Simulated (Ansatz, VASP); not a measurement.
**AlN in VASP and in Ansatz**

The input POSCAR:

```
AlN
1.0
    3.1138306911      0.0000000029      0.0000000000
   -1.5569153480      2.6966564801      0.0000000000
    0.0000000000      0.0000000000      4.9835578883
Al N
2 2
Direct
    0.3333333333      0.6666666667     -0.0034967538
    0.6666666667      0.3333333333      0.4965032462
    0.3333333333      0.6666666667      0.3784967538
    0.6666666667      0.3333333333      0.8784967538
```

File INCAR.step1:

```
SYSTEM = AlN
PREC = Accurate
ENCUT = 520
EDIFF = 1E-5
ISMEAR = 0
SIGMA = 0.01
LREAL = .FALSE.
LASPH = .TRUE.
NELM = 60
ALGO = Normal
ISIF = 2
LWAVE = .TRUE.
LCHARG = .FALSE.
NBANDS = 16
GGA = PE
```

File INCAR.step2:

```
SYSTEM = AlN
PREC = Accurate
ENCUT = 520
EDIFF = 1E-7
ISMEAR = 0
SIGMA = 0.01
LREAL = .FALSE.
LASPH = .TRUE.
NELM = 60
ALGO = Normal
ISIF = 2
LWAVE = .FALSE.
LCHARG = .FALSE.
GGA = PE
LHFCALC = .TRUE.
HFSCREEN = 0.2079
PRECFOCK = Normal
NBANDS = 16
ISTART = 1
```

KPOINTS

```
Automatic mesh
0
G
  6 6 4
  0 0 0
```

Input for Ansatz:

```yaml
crystal:
  lattice:
    - [3.1138306911, 2.9e-09, 0.0]
    - [-1.556915348, 2.6966564801, 0.0]
    - [0.0, 0.0, 4.9835578883]
  atoms:
    - { symbol: Al, position: [0.3333333333, 0.6666666667, -0.0034967538] }
    - { symbol: Al, position: [0.6666666667, 0.3333333333, 0.4965032462] }
    - { symbol: "N", position: [0.3333333333, 0.6666666667, 0.3784967538] }
    - { symbol: "N", position: [0.6666666667, 0.3333333333, 0.8784967538] }
basis:
  ecutwfc: 420
kpoints:
  mp_grid: { grid: [6, 6, 4] }
  band_path:
    path:
      - [0.0, 0.0, 0.0]
      - [0.5, 0.0, 0.0]
      - [0.3333333333, 0.3333333333, 0.0]
      - [0.0, 0.0, 0.5]
      - [0.5, 0.0, 0.5]
      - [0.3333333333, 0.3333333333, 0.5]
    npoints: 1
hamiltonian:
  xc: hse06
scf:
  occupations: { method: fixed }
  n_extra_bands: 5
output:
  eigenvalues: true
  write_density: true
  write_potential: true
  elf: true
  volumetric_format: npy
```

Alike in both runs: task single point; functional HSE06; k mesh 6 × 6 × 4; no spin polarisation.

```csv
,VASP,Ansatz
version,VASP 6.6.1,Ansatz 0.2.0
potentials or method,"VASP PAW PBE potentials, release 64 (Al, N), cutoff 520 eV","scalar-relativistic, plane waves, PAW"
occupations,"gaussian, width 0.01 eV",fixed
valence electrons in the cell,16,16
```

```tsv
	VASP	Ansatz	Ansatz less VASP
gap on the k mesh at the Fermi level (eV)	5.53	5.54	+0.007
least direct gap on the mesh (eV)	5.53	5.54	+0.007
```
